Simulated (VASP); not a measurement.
Input of a VASP 6.6.1 run:

The input INCAR:

```
SYSTEM = Au
PREC = Accurate
ENCUT = 520
EDIFF = 1E-7
ISMEAR = -1
SIGMA = 0.05
LREAL = .False.
LASPH = .True.
NELM = 80
ALGO = Normal
ISIF = 2
LWAVE = .False.
LCHARG = .True.
GGA = PE
LELF = .True.
LVHAR = .True.
NBANDS = 18
```

File KPOINTS:

```
regular mesh
0
Gamma
  16 16 9
  0 0 0
```

Contents of POSCAR:

```
Au
1.0
    3.1362228360      0.0000000000      0.0000000000
   -1.5681114180      2.7160486480      0.0000000000
    0.0000000000      0.0000000000      5.1153955258
Au
2
Direct
    0.3333333333      0.6666666667      0.2500000000
    0.6666666667      0.3333333333      0.7500000000
```

Potentials or basis: VASP PAW PBE potentials, release 64 (Au).

The run is started by

```sh
$ cat potpaw_PBE.64/Au/POTCAR > POTCAR
$ mpirun -np 1 vasp_std > vasp.out
```

Question: What does it give for the pressure?

Answer: -14.9 GPa.

Question: Estimate the band gap on the k mesh.

Answer: Zero (bands 11 and 12 overlap by 4.69 eV).

Stress tensor (GPa, compression positive):
```
-14.98   0.00   0.00
  0.00 -14.98   0.00
  0.00   0.00 -14.65
```

Caveat: the cell stands under tension; spin-orbit coupling is left out, which moves the levels of the heavy elements.
